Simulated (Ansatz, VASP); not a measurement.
# Two plane-wave programs on Al4FeCo3

File INCAR:

```
ALGO     = Fast           # electronic algorithm
EDIFF    = 1E-6           # SCF threshold, eV
EDIFFG   = -0.025         # ionic threshold
ENCUT    = 600            # plane-wave cutoff, eV
GGA      = PE             # functional
IBRION   = 2              # ionic algorithm
ISIF     = 3              # what is computed and relaxed
ISMEAR   = 0              # smearing method
LASPH    = T              # aspherical terms in the spheres
LCHARG   = F              # write CHGCAR
LREAL    = F              # projectors in reciprocal space
LWAVE    = F              # write WAVECAR
NELM     = 60             # most SCF steps
NSW      = 80             # ionic steps
PREC     = Accurate       # precision mode
SIGMA    = 0.2            # smearing width, eV
```

Contents of KPOINTS:

```
k-points
0
Gamma
  8 4 4
```

File POSCAR:

```
Al4FeCo3
1.0
    0.0106202467     -0.0040273055      2.8301950858
    5.5369295377      0.0015894557      0.0212163430
    0.0015894557      5.5926978254     -0.0080454530
Al Fe Co
4 1 3
Direct
    0.0075484537      0.7473832037      0.7357703533
    0.0103011439      0.7376357516      0.2624508547
    0.0173558197      0.2433759785      0.7422674225
   -0.0028467891      0.2559088761      0.2549230646
    0.4696664440      0.5093343955      0.4992175298
    0.5073702290      0.5019975271      0.0021365651
    0.5035180707     -0.0057583917      0.4971160678
    0.4870866282      0.0101226592      0.0061181422
```

Input for Ansatz:

```yaml
crystal:
  lattice:
    - [0.0106202467, -0.0040273055, 2.8301950858]
    - [5.5369295377, 0.0015894557, 0.021216343]
    - [0.0015894557, 5.5926978254, -0.008045453]
  atoms:
    - { symbol: Al, position: [0.0075484537, 0.7473832037, 0.7357703533] }
    - { symbol: Al, position: [0.0103011439, 0.7376357516, 0.2624508547] }
    - { symbol: Al, position: [0.0173558197, 0.2433759785, 0.7422674225] }
    - { symbol: Al, position: [-0.0028467891, 0.2559088761, 0.2549230646] }
    - { symbol: Fe, position: [0.469666444, 0.5093343955, 0.4992175298] }
    - { symbol: Co, position: [0.507370229, 0.5019975271, 0.0021365651] }
    - { symbol: Co, position: [0.5035180707, -0.0057583917, 0.4971160678] }
    - { symbol: Co, position: [0.4870866282, 0.0101226592, 0.0061181422] }
basis:
  ecutwfc: 420
kpoints:
  mp_grid: { grid: [8, 4, 4] }
hamiltonian:
  xc: pbe
scf:
  occupations: { method: gaussian, width: 0.2 }
  lower_state_search: "off"
output:
  forces: true
  stress: true
  eigenvalues: true
relax:
  adjacent_minimum: "off"
  f_tol: 0.025
  max_steps: 60
  cell: { stress_tol: 0.25 }
```

Change from the starting cell: cell x1, atoms moved at random (sigma 0.05 Å) and cell strained at random (1.5 %), then relaxed without symmetry.

Alike in both runs: task relaxation of cell and atoms; functional PBE; k mesh 8 × 4 × 4; occupations gaussian, width 0.2 eV; no spin polarisation.

|  | VASP | Ansatz |
| --- | --- | --- |
| version | VASP 6.6.1 | Ansatz 0.2.0 |
| potentials or method | VASP PAW PBE potentials, release 64 (Al, Fe, Co), cutoff 600 eV | scalar-relativistic, plane waves, PAW |
| valence electrons in the cell | 47 | 79 |

```csv
,VASP,Ansatz,Ansatz less VASP
"gap on the k mesh at the Fermi level, each at its own relaxed structure (eV)",none,none,-
relaxed volume (Å³/atom),11.63,11.62,-0.004
relaxed cell length with the largest relative difference (Å),5.710,5.708,-0.0020
```

A gap of «none» marks a metal or a gap that the smearing closes. VASP's potentials hold 47 valence electrons a cell and Ansatz's 79, so a difference there can come from the potentials and not from the codes.
